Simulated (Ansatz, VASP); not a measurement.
LiF in VASP and in Ansatz

File INCAR:

```
SYSTEM = LiF
ALGO = Normal ; EDIFF = 1E-6
EDIFFG = -0.025 ; ENCUT = 600
GGA = PE ; IBRION = 2
ISIF = 3 ; ISMEAR = 0
LASPH = .TRUE. ; LCHARG = .FALSE.
LREAL = .FALSE. ; LWAVE = .FALSE.
NELM = 60 ; NSW = 80
PREC = Accurate ; SIGMA = 0.1
```

The input KPOINTS:

```
k-points
0
G
  4 4 4
  0 0 0
```

Contents of POSCAR:

```
LiF
1.0
    1.4513987779      2.7543108195      0.0050706363
    4.2502886109     -2.7006883580     -0.0161415762
   -1.4159292800     -0.0272790479     -4.7405986747
Li F
4 4
Direct
    0.9073459681      0.9173579307      0.6333101177
    0.3910604665      0.4109800120      0.6187153324
    0.3111654746      0.7878393299      0.1371505034
    0.7849725867      0.2723812168      0.1310464149
    0.5435589071      0.6050253430      0.3880275039
    0.1077422846      0.0805105823      0.3648164282
    0.4637270136      0.9629842277      0.8593501455
    0.9904272989      0.4629213574      0.8675835539
```

Input for Ansatz:

```yaml
crystal:
  lattice:
    - [1.4513987779, 2.7543108195, 0.0050706363]
    - [4.2502886109, -2.700688358, -0.0161415762]
    - [-1.41592928, -0.0272790479, -4.7405986747]
  atoms:
    - { symbol: Li, position: [0.9073459681, 0.9173579307, 0.6333101177] }
    - { symbol: Li, position: [0.3910604665, 0.410980012, 0.6187153324] }
    - { symbol: Li, position: [0.3111654746, 0.7878393299, 0.1371505034] }
    - { symbol: Li, position: [0.7849725867, 0.2723812168, 0.1310464149] }
    - { symbol: F, position: [0.5435589071, 0.605025343, 0.3880275039] }
    - { symbol: F, position: [0.1077422846, 0.0805105823, 0.3648164282] }
    - { symbol: F, position: [0.4637270136, 0.9629842277, 0.8593501455] }
    - { symbol: F, position: [0.9904272989, 0.4629213574, 0.8675835539] }
basis:
  ecutwfc: 420
kpoints:
  mp_grid: { grid: [4, 4, 4] }
hamiltonian:
  xc: pbe
scf:
  occupations: { method: gaussian, width: 0.1 }
  lower_state_search: "off"
output:
  forces: true
  stress: true
  eigenvalues: true
relax:
  adjacent_minimum: "off"
  f_tol: 0.025
  max_steps: 60
  cell: { stress_tol: 0.25 }
```

Change from the starting cell: cell x2, atoms moved at random (sigma 0.05 Å) and cell strained at random (1.5 %), then relaxed without symmetry.

Alike in both runs: task relaxation of cell and atoms; functional PBE; k mesh 4 × 4 × 4; occupations gaussian, width 0.1 eV; no spin polarisation.

|  | VASP | Ansatz |
| --- | --- | --- |
| version | VASP 6.6.1 | Ansatz 0.2.0 |
| potentials or method | VASP PAW PBE potentials, release 64 (Li_sv, F), cutoff 600 eV | scalar-relativistic, plane waves, PAW |
| valence electrons in the cell | 40 | 40 |

Ansatz gave:

| Quantity | Value |
| --- | --- |
| gap on the k mesh at the Fermi level, each at its own relaxed structure (eV) | 8.83 |
| relaxed volume (Å³/atom) | 8.41 |
| relaxed cell length with the largest relative difference (Å) | 2.878 |

Q: Estimate VASP's values.

A: gap on the k mesh at the Fermi level, each at its own relaxed structure (eV): 7.85; relaxed volume (Å³/atom): 9.39; relaxed cell length with the largest relative difference (Å): 3.076.

The k mesh is coarse, so the values compare programs but aren't converged. Noted on VASP's run: the cutoff is short for stress, so the pressure is rough.
